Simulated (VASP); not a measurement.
# Al2Cu (I4/mcm) in VASP: notebook, part 2 of 2

VASP 6.6.1.

## Step 3: Single point, PBE

File INCAR:

```
SYSTEM = Al2Cu
PREC = Accurate ; ENCUT = 520
EDIFF = 1E-6 ; ISMEAR = 0
SIGMA = 0.15 ; LREAL = .FALSE.
LASPH = .TRUE. ; NELM = 100
ALGO = Fast ; ISIF = 2
LWAVE = .FALSE. ; LCHARG = .FALSE.
GGA = PE ; NBANDS = 26
```

File KPOINTS:

```
regular mesh
0
G
  10 10 10
  0 0 0
```

File POSCAR:

```
Al2Cu
1.0
   -2.9959000000      2.9959000000      2.3192000000
    2.9959000000     -2.9959000000      2.3192000000
    2.9959000000      2.9959000000     -2.3192000000
Al Cu
4 2
Direct
    0.1587211657      0.6587211657      0.8174423314
    0.6587211657      0.8412788343      0.5000000000
    0.8412788343      0.3412788343      0.1825576686
    0.3412788343      0.1587211657      0.5000000000
    0.7500000000      0.7500000000      0.0000000000
    0.2500000000      0.2500000000      0.0000000000
```

Potentials or basis: VASP PAW PBE potentials, release 64 (Al, Cu).

Run with:

```console
$ cat potpaw_PBE.64/Al/POTCAR potpaw_PBE.64/Cu/POTCAR > POTCAR
$ mpirun -np 1 vasp_std > vasp.out
```

OUTCAR:

```text
SYSTEM = Al2Cu
   PREC = Accurate
   ENCUT = 520
   EDIFF = 1E-6
   ISMEAR = 0
   LREAL = .FALSE.
   LASPH = .TRUE.
   NELM = 100
   ISIF = 2
   GGA = PE

 ion  position               nearest neighbor table
   1  0.159  0.659  0.817-   5 2.54   6 2.54   5 2.54   6 2.54   3 2.69   3 2.79   3 2.79   2 3.00
                             4 3.00   4 3.00   2 3.00   4 3.19   2 3.19   2 3.19   4 3.19
   2  0.659  0.841  0.500-   6 2.54   5 2.54   5 2.54   6 2.54   4 2.69   4 2.79   4 2.79   1 3.00
                             3 3.00   1 3.00   3 3.00   1 3.19   3 3.19   1 3.19   3 3.19
   3  0.841  0.341  0.183-   5 2.54   6 2.54   5 2.54   6 2.54   1 2.69   1 2.79   1 2.79   4 3.00
                             2 3.00   2 3.00   4 3.00   2 3.19   4 3.19   4 3.19   2 3.19
   4  0.341  0.159  0.500-   5 2.54   6 2.54   6 2.54   5 2.54   2 2.69   2 2.79   2 2.79   1 3.00
                             3 3.00   1 3.00   3 3.00   1 3.19   3 3.19   3 3.19   1 3.19
   5  0.750  0.750  0.000-   6 2.32   6 2.32   1 2.54   2 2.54   3 2.54   4 2.54   2 2.54   4 2.54
                             1 2.54   3 2.54
   6  0.250  0.250  0.000-   5 2.32   5 2.32   1 2.54   3 2.54   4 2.54   3 2.54   4 2.54   1 2.54
                             2 2.54   2 2.54

  LATTYP: Found a body centered tetragonal cell.
 ALAT       =     5.9918000000
 C/A-ratio  =     0.7741246370

  Lattice vectors:

 A1 = (  -2.9959000000,   2.9959000000,   2.3192000000)
 A2 = (   2.9959000000,  -2.9959000000,   2.3192000000)
 A3 = (   2.9959000000,   2.9959000000,  -2.3192000000)

Analysis of symmetry for initial positions (statically):
=====================================================================
 Subroutine PRICEL returns:
 Original cell was already a primitive cell.

 Routine SETGRP: Setting up the symmetry group for a
 body centered tetragonal supercell.

 Subroutine GETGRP returns: Found 16 space group operations
 (whereof  8 operations were pure point group operations)
 out of a pool of 16 trial point group operations.

The static configuration has the point symmetry C_4h.
 The point group associated with its full space group is D_4h.

[... 139 lines left out ...]
   IMIX   =      4    mixing-type and parameters
     AMIX     =   0.40;   BMIX     =  1.00
     AMIX_MAG =   1.60;   BMIX_MAG =  1.00
  volume/ion in A,a.u.               =      13.88        93.65
  Fermi-wavevector in a.u.,A,eV,Ry     =   1.214554  2.295174 20.070521  1.475142
  Thomas-Fermi vector in A             =   2.349970
   LORBIT       =      0    0 simple, 1 ext, 2 COOP (PROOUT), +10 PAW based schemes
   GGA     = PE    functional components
   LHFCALC =     F    Hartree Fock is set to
   AEXX    =    0.0000 exact exchange contribution
   IVDW    =     0    specifies the selected vdW correction
   LEPSILON=     F    determine dielectric tensor
   LRPA    =     F    only Hartree local field effects (RPA)
 non-spin polarized calculation
 RMM-DIIS sequential band-by-band and
 Gauss-broadening in eV      SIGMA  =   0.15
  energy-cutoff  :      520.00
  volume of cell :       83.26
 maximum number of plane-waves:      2288
   NGX = 17   NGY = 17   NGZ = 17

 number of electron      34.0000005 magnetization

 Free energy of the ion-electron system (eV)
  ---------------------------------------------------
  ext. energy  EPLUGINS =         0.00000000
  ---------------------------------------------------
  free energy    TOTEN  =       -23.18486157 eV

  energy without entropy =      -23.16544829  energy(sigma->0) =      -23.17515493

 E-fermi :   8.8758     XC(G=0): -11.1588

 val. band max:        8.8626898057   @ k =  -0.4000   0.4000   0.2000
 cond. band min:       8.8903010309   @ k =  -0.1000   0.1000   0.0000
 fundamental gap:      0.0276112252
 Fermi energy:         8.8757767132

 k-point     1 :       0.0000    0.0000    0.0000
  band No.  band energies     occupation
      1      -2.4785      2.00000
      2       3.0774      2.00000
      3       3.2211      2.00000
      4       3.3254      2.00000
      5       3.3254      2.00000
      6       4.2855      2.00000
[... 685 lines left out ...]
     25      15.7299      0.00000
     26      16.0331      0.00000

 [... further k-points ...]
[... 5 lines left out ...]
  --------------------------------------------------------------------------------------
  -------------------------------------------------------------------------------------
  Total        3.2778732      3.2778732      6.9899330      0.0000000      0.0000000      0.0000000
  in kB       63.0739325     63.0739325    134.5026291      0.0000000      0.0000000      0.0000000
  external PRESSURE =      86.8834980 kB  Pullay stress =       0.0000000 kB

 VOLUME and BASIS-vectors are now :
 -----------------------------------------------------------------------------
  energy-cutoff  :      520.00
  volume of cell :       83.26
      direct lattice vectors                 reciprocal lattice vectors
    -2.995900000  2.995900000  2.319200000     0.000000000  0.166894756  0.215591583
     2.995900000 -2.995900000  2.319200000     0.166894756  0.000000000  0.215591583
     2.995900000  2.995900000 -2.319200000     0.166894756  0.166894756  0.000000000

 POSITION                                       TOTAL-FORCE (eV/Angst)
 -----------------------------------------------------------------------------------
      3.94693      0.95103      0.00000        -0.132347     -0.132347      0.000000
      2.04487      0.95103      2.31920         0.132347     -0.132347      0.000000
     -0.95103      2.04487      2.31920         0.132347      0.132347     -0.000000
      0.95103      2.04487      0.00000        -0.132347      0.132347      0.000000
      0.00000      0.00000      3.47880        -0.000000     -0.000000     -0.000000
      0.00000      0.00000      1.15960         0.000000     -0.000000     -0.000000
 -----------------------------------------------------------------------------------
    total drift:                                0.000000     -0.000000      0.000000

  FREE ENERGIE OF THE ION-ELECTRON SYSTEM (eV)
  ---------------------------------------------------
  free  energy   TOTEN  =       -23.1848615658 eV

  energy  without entropy=      -23.1654482933  energy(sigma->0) =      -23.17515493
```

stdout:

```text
POSCAR found type information on POSCAR AlCu
 POSCAR found :  2 types and       6 ions
 scaLAPACK will be used
 LDA part: xc-table for (Slater+PW92), standard interpolation
 POSCAR, INCAR and KPOINTS ok, starting setup
 FFT: planning ... GRIDC
 FFT: planning ... GRID_SOFT
 FFT: planning ... GRID
 WAVECAR not read
 entering main loop
```

It took 2.7 min on 1 thread of AMD EPYC 9R45 (Zen 5), shared host; peak memory 0.3 GiB.

Results:

- Free energy: -23.1849 eV
- Pressure: 8.7 GPa
- Largest force: 0.187 eV/Å
- Band gap on the k mesh: zero (band 17 reaches 11.68 eV, above the bottom of band 18 at 6.77 eV)

Forces in eV/Å, atoms in the order of the input:
```
Al  -0.132 -0.132  0.000
Al   0.132 -0.132  0.000
Al   0.132  0.132  0.000
Al  -0.132  0.132  0.000
Cu   0.000  0.000  0.000
Cu   0.000  0.000  0.000
```

## Step 4: Single point, PBE

This run uses another cell than the first one, of 13.88 Å³/atom, 1.002 times its volume.

File INCAR:

```
  PREC = Accurate
  ENCUT = 520
  EDIFF = 1E-6
  ISMEAR = 0
  SIGMA = 0.15
  LREAL = False
  LASPH = True
  NELM = 100
  ALGO = Fast
  ISIF = 2
  LWAVE = False
  LCHARG = False
  GGA = PE
  NBANDS = 26
```

File KPOINTS:

```
regular mesh
0
Gamma
  10 10 10
```

Edit POSCAR of step 3 so:

```diff
@@ -2,5 +2,5 @@
 1.0
-   -2.9959000000      2.9959000000      2.3192000000
-    2.9959000000     -2.9959000000      2.3192000000
-    2.9959000000      2.9959000000     -2.3192000000
+   -2.9353500000      2.9353500000      2.4168500000
+    2.9353500000     -2.9353500000      2.4168500000
+    2.9353500000      2.9353500000     -2.4168500000
 Al Cu
```

Run with:

```console
$ cat potpaw_PBE.64/Al/POTCAR potpaw_PBE.64/Cu/POTCAR > POTCAR
$ mpirun -np 1 vasp_std > vasp.out
```

It took 2.6 min on 1 thread of AMD EPYC 9R45 (Zen 5), shared host; peak memory 0.3 GiB.

It converged, with:

| Quantity | Value |
| --- | --- |
| Free energy | -23.2255 eV |
| Pressure | 8.5 GPa |
| Largest force | 0.011 eV/Å |
| Band gap on the k mesh | zero (band 17 reaches 11.34 eV, above the bottom of band 18 at 7.02 eV) |

Forces in eV/Å, atoms in the order of the input:
```
Al   0.008  0.008  0.000
Al  -0.008  0.008  0.000
Al  -0.008 -0.008  0.000
Al   0.008 -0.008  0.000
Cu   0.000  0.000  0.000
Cu   0.000  0.000  0.000
```

Stress tensor (GPa, compression positive):
```
9.58 0.00 0.00
0.00 9.58 0.00
0.00 0.00 6.42
```

Levels at points of the mesh, in eV from the Fermi level:
```
           k point  band 13  band 14  band 15  band 16  band 17  band 18  band 19  band 20  band 21  band 22
(0.00, 0.00, 0.00)    -2.97    -1.91    -1.60    -1.36    -1.36    -0.93    -0.10     0.00     1.54     1.54
(0.50, 0.00, 0.00)    -3.20    -3.20    -2.68    -2.68     0.34     0.34     4.19     4.19     4.54     4.54
(0.50, 0.50, 0.00)    -3.12    -3.07    -1.42    -1.36    -0.84    -0.78     1.03     1.57     4.78     4.86
(0.50, 0.50, 0.50)    -3.47    -3.44    -3.44    -1.96     2.59     2.98     2.98     3.55     4.32     4.92
```

## Step 5: Single point, PBE

File INCAR:

```
SYSTEM = Al2Cu
PREC = Accurate ; ENCUT = 520
EDIFF = 1E-6 ; ISMEAR = 0
SIGMA = 0.15 ; LREAL = .False.
LASPH = .True. ; NELM = 100
ALGO = Fast ; ISIF = 2
LWAVE = .False. ; LCHARG = .False.
GGA = PE ; NBANDS = 26
```

File KPOINTS:

```
Automatic mesh
0
Gamma
  10 10 10
  0 0 0
```

Edit POSCAR of step 4 so:

```diff
@@ -2,5 +2,5 @@
 1.0
-   -2.9353500000      2.9353500000      2.4168500000
-    2.9353500000     -2.9353500000      2.4168500000
-    2.9353500000      2.9353500000     -2.4168500000
+   -2.9051000000      2.9051000000      2.4657000000
+    2.9051000000     -2.9051000000      2.4657000000
+    2.9051000000      2.9051000000     -2.4657000000
 Al Cu
```

Potentials or basis: VASP PAW PBE potentials, release 64 (Al, Cu).

Run with:

```console
$ cat potpaw_PBE.64/Al/POTCAR potpaw_PBE.64/Cu/POTCAR > POTCAR
$ mpirun -np 1 vasp_std > vasp.out
```

OUTCAR:

```text
SYSTEM = Al2Cu
   PREC = Accurate
   ENCUT = 520
   EDIFF = 1E-6
   ISMEAR = 0
   LREAL = .False.
   LASPH = .True.
   NELM = 100
   ISIF = 2
   GGA = PE

 ion  position               nearest neighbor table
   1  0.159  0.659  0.817-   5 2.51   6 2.51   5 2.51   6 2.51   3 2.61   3 2.89   3 2.89   2 3.08
                             4 3.08   4 3.08   2 3.08   2 3.09   4 3.09   4 3.09   2 3.09
   2  0.659  0.841  0.500-   6 2.51   6 2.51   5 2.51   5 2.51   4 2.61   4 2.89   4 2.89   1 3.08
                             3 3.08   1 3.08   3 3.08   1 3.09   3 3.09   3 3.09   1 3.09
   3  0.841  0.341  0.183-   5 2.51   6 2.51   5 2.51   6 2.51   1 2.61   1 2.89   1 2.89   4 3.08
[... 914 lines left out ...]
  Total        5.9416495      5.9416495      2.0310432      0.0000000     -0.0000000      0.0000000
  in kB      114.3655474    114.3655474     39.0937514      0.0000000     -0.0000000      0.0000000
  external PRESSURE =      89.2749487 kB  Pullay stress =       0.0000000 kB

 VOLUME and BASIS-vectors are now :
 -----------------------------------------------------------------------------
  energy-cutoff  :      520.00
  volume of cell :       83.24
      direct lattice vectors                 reciprocal lattice vectors
    -2.905100000  2.905100000  2.465700000     0.000000000  0.172111115  0.202782171
     2.905100000 -2.905100000  2.465700000     0.172111115  0.000000000  0.202782171
     2.905100000  2.905100000 -2.465700000     0.172111115  0.172111115  0.000000000

 POSITION                                       TOTAL-FORCE (eV/Angst)
 -----------------------------------------------------------------------------------
      3.82730      0.92220      0.00000         0.087752      0.087752     -0.000000
      1.98290      0.92220      2.46570        -0.087752      0.087752     -0.000000
     -0.92220      1.98290      2.46570        -0.087752     -0.087752      0.000000
      0.92220      1.98290      0.00000         0.087752     -0.087752     -0.000000
      0.00000      0.00000      3.69855         0.000000     -0.000000     -0.000000
      0.00000      0.00000      1.23285         0.000000      0.000000     -0.000000
 -----------------------------------------------------------------------------------
    total drift:                                0.000000     -0.000000      0.000000

  FREE ENERGIE OF THE ION-ELECTRON SYSTEM (eV)
  ---------------------------------------------------
  free  energy   TOTEN  =       -23.1655665933 eV

  energy  without entropy=      -23.1450523704  energy(sigma->0) =      -23.15530948
```

OSZICAR:

```text
N       E                     dE             d eps       ncg     rms          rms(c)
DAV:   1     0.189948585987E+03    0.18995E+03   -0.13868E+04  5304   0.150E+03
DAV:   2    -0.153771962302E+02   -0.20533E+03   -0.19317E+03  5330   0.292E+02
DAV:   3    -0.278686514554E+02   -0.12491E+02   -0.11711E+02  6744   0.913E+01
DAV:   4    -0.282353251618E+02   -0.36667E+00   -0.36492E+00  8072   0.139E+01
DAV:   5    -0.282399643455E+02   -0.46392E-02   -0.46383E-02  7806   0.158E+00    0.222E+01
RMM:   6    -0.336042707513E+02   -0.53643E+01   -0.10564E+02  6459   0.137E+02    0.192E+01
RMM:   7    -0.234527007356E+02    0.10152E+02   -0.32011E+01  5684   0.785E+01    0.305E+00
RMM:   8    -0.232334291011E+02    0.21927E+00   -0.18177E+00  5896   0.188E+01    0.124E+00
RMM:   9    -0.231713281912E+02    0.62101E-01   -0.42126E-01  6052   0.290E+00    0.483E-01
RMM:  10    -0.231702282356E+02    0.11000E-02   -0.44964E-02  6563   0.224E+00    0.336E-01
RMM:  11    -0.231654698954E+02    0.47583E-02   -0.10655E-02  6820   0.783E-01    0.103E-01
RMM:  12    -0.231656543165E+02   -0.18442E-03   -0.27738E-03  7225   0.474E-01    0.823E-02
RMM:  13    -0.231655780827E+02    0.76234E-04   -0.94407E-04  7014   0.205E-01    0.336E-02
RMM:  14    -0.231655619998E+02    0.16083E-04   -0.18218E-04  7060   0.125E-01    0.178E-02
RMM:  15    -0.231655675537E+02   -0.55539E-05   -0.56117E-05  7247   0.459E-02    0.187E-02
RMM:  16    -0.231655665933E+02    0.96037E-06   -0.90428E-06  6463   0.310E-02
   1 F= -.23165567E+02 E0= -.23155309E+02  d E =-.205142E-01
```

Run time: 2.1 min. Hardware: 1 thread of Intel Xeon 6975P-C (Granite Rapids), shared host; peak memory 0.32 GiB.

What came out:

| Quantity | Value |
| --- | --- |
| Free energy | -23.1656 eV |
| Pressure | 8.9 GPa |
| Largest force | 0.124 eV/Å |
| Band gap on the k mesh | zero (band 17 reaches 11.21 eV, above the bottom of band 18 at 7.18 eV) |

Forces on the atoms (eV/Å):
```
Al   0.088  0.088  0.000
Al  -0.088  0.088  0.000
Al  -0.088 -0.088  0.000
Al   0.088 -0.088  0.000
Cu   0.000  0.000  0.000
Cu   0.000  0.000  0.000
```

## Step 6: The runs side by side

| cell | gap on the mesh (eV) | pressure (GPa) | largest force (eV/Å) |
| --- | --- | --- | --- |
| a = 4.780 Å, angles 106.1, 106.1, 116.5°, 6 atoms | none | 9.6 | 0.26 |
| a = 4.830 Å, angles 103.3, 103.3, 122.6°, 6 atoms | none | 8.7 | 0.19 |
| a = 4.804 Å, angles 104.7, 104.7, 119.6°, 6 atoms | none | 8.5 | 0.01 |
| a = 4.792 Å, angles 105.4, 105.4, 118.1°, 6 atoms | none | 8.9 | 0.12 |

Alike in all rows: task single point; level PBE; potentials or basis VASP PAW PBE potentials, release 64 (Al, Cu); no spin polarisation; k mesh 10 × 10 × 10; cutoff (eV) 520; smearing gaussian 0.15 eV.

Absolute energies hang on the potentials; compare differences alone.
